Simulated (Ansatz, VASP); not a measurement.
**Te: VASP beside Ansatz**

```
CELL_PARAMETERS angstrom
-1.93180 1.93180 1.93180
1.93180 -1.93180 1.93180
1.93180 1.93180 -1.93180
ATOMIC_POSITIONS crystal
Te 0.00000 0.00000 0.00000
```

Alike in both runs: task relaxation of cell and atoms; functional r2SCAN; k mesh 11 × 11 × 11; occupations fermi-dirac, width 0.1 eV; no spin polarisation.

|  | VASP | Ansatz |
| --- | --- | --- |
| version | VASP 6.6.1 | Ansatz 0.2.0 |
| potentials or method | VASP PAW PBE potentials, release 64 (Te), cutoff 600 eV | plane waves (500 eV) with PAW, scalar-relativistic |
| valence electrons in the cell | 6 | 16 |

|  | VASP | Ansatz | Ansatz less VASP |
| --- | --- | --- | --- |
| relaxed volume (Å³/atom) | 28.48 | 28.52 | +0.037 |
| relaxed cell length with the largest relative difference (Å) | 3.332 | 3.334 | +0.0014 |

VASP's potentials were made for PBE, not for r2SCAN. VASP's potentials hold 6 valence electrons a cell and Ansatz's 16, so a difference there can come from the potentials and not from the codes.

Spin-orbit coupling is off throughout.
